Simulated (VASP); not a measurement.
Wanted: the native input for a VASP 6.6.1 run.

```
Task                   : single point
Functional             : r2SCAN
Potentials or basis    : VASP PAW PBE potentials, release 64 (Nb_sv, O, Se)
Cutoff                 : 520 eV
k mesh                 : 4 × 4 × 5
Occupations            : methfessel-paxton, width 0.0242 eV
Spin                   : no spin polarisation
Dipole correction      : no
Further INCAR settings : ALGO = Normal; EDIFF = 1e-06; NBANDS = 62
```

The system is NbSeO5.

```xyz
14
Lattice="6.6631 0.0000 0.0000 0.0000 6.6631 0.0000 0.0000 0.0000 4.0371" Properties=species:S:1:pos:R:3 pbc="T T T"
Nb    1.6658    1.6658    3.2081
Nb    4.9973    4.9973    0.8290
O     1.6658    1.6658    0.9383
O     4.9973    4.9973    3.0988
O     5.5062    3.0583    1.0942
O     0.2733    5.5062    1.0942
O     4.4885    0.2733    1.0942
O     3.0583    4.4885    1.0942
O     1.1569    3.6049    2.9428
O     6.3898    1.1569    2.9428
O     2.1746    6.3898    2.9428
O     3.6049    2.1746    2.9428
Se    1.6658    4.9973    2.0185
Se    4.9973    1.6658    2.0185
```

The input as run:

POSCAR

```
NbSeO5
1.0
    6.6631302837      0.0000000000      0.0000000000
    0.0000000000      6.6631302837      0.0000000000
    0.0000000000      0.0000000000      4.0370882670
Nb O Se
2 10 2
Direct
    0.2500000000      0.2500000000      0.7946580049
    0.7500000000      0.7500000000      0.2053419951
    0.2500000000      0.2500000000      0.2324180646
    0.7500000000      0.7500000000      0.7675819354
    0.8263696242      0.4589830033      0.2710492506
    0.0410169967      0.8263696242      0.2710492506
    0.6736303758      0.0410169967      0.2710492506
    0.4589830033      0.6736303758      0.2710492506
    0.1736303758      0.5410169967      0.7289507494
    0.9589830033      0.1736303758      0.7289507494
    0.3263696242      0.9589830033      0.7289507494
    0.5410169967      0.3263696242      0.7289507494
    0.2500000000      0.7500000000      0.5000000000
    0.7500000000      0.2500000000      0.5000000000
```

INCAR.step1

```
SYSTEM = NbSeO5
PREC = Accurate ; ENCUT = 520
ISMEAR = 1 ; SIGMA = 0.0242
LREAL = .False. ; LASPH = .True.
NELM = 80 ; NBANDS = 62
GGA = PE ; ALGO = Normal
EDIFF = 1E-4 ; LWAVE = .True.
LCHARG = .False.
```

INCAR.step2

```
SYSTEM = NbSeO5
PREC = Accurate ; ENCUT = 520
EDIFF = 1E-6 ; ISMEAR = 1
SIGMA = 0.0242 ; LREAL = .False.
LASPH = .True. ; NELM = 80
ALGO = Normal ; ISIF = 2
LWAVE = .False. ; LCHARG = .False.
METAGGA = R2SCAN ; LMIXTAU = .True.
NBANDS = 62 ; ISTART = 1
```

KPOINTS

```
regular mesh
0
Gamma
  4 4 5
  0 0 0
```

Potentials or basis: VASP PAW PBE potentials, release 64 (Nb_sv, O, Se).

Command:

```bash
$ cat potpaw_PBE.64/Nb_sv/POTCAR potpaw_PBE.64/O/POTCAR potpaw_PBE.64/Se/POTCAR > POTCAR
$ cp INCAR.step1 INCAR
$ mpirun -np 1 vasp_std > vasp.out
$ cp INCAR.step2 INCAR
$ mpirun -np 1 vasp_std > vasp.out
```

It gave:

```
Pressure               : 0.5 GPa
Largest force          : 0.138 eV/Å
Band gap on the k mesh : zero (bands 49 and 50 overlap by 1.25 eV)
```

Caveat: the PAW data sets were made with another functional, which shifts forces and pressure a little.

Run time: 16 min on 1 thread of Intel(R) Xeon(R) Platinum 8175M CPU @ 2.50GHz (Skylake/Cascade Lake), with other jobs on the host, peak memory 0.39 GiB.
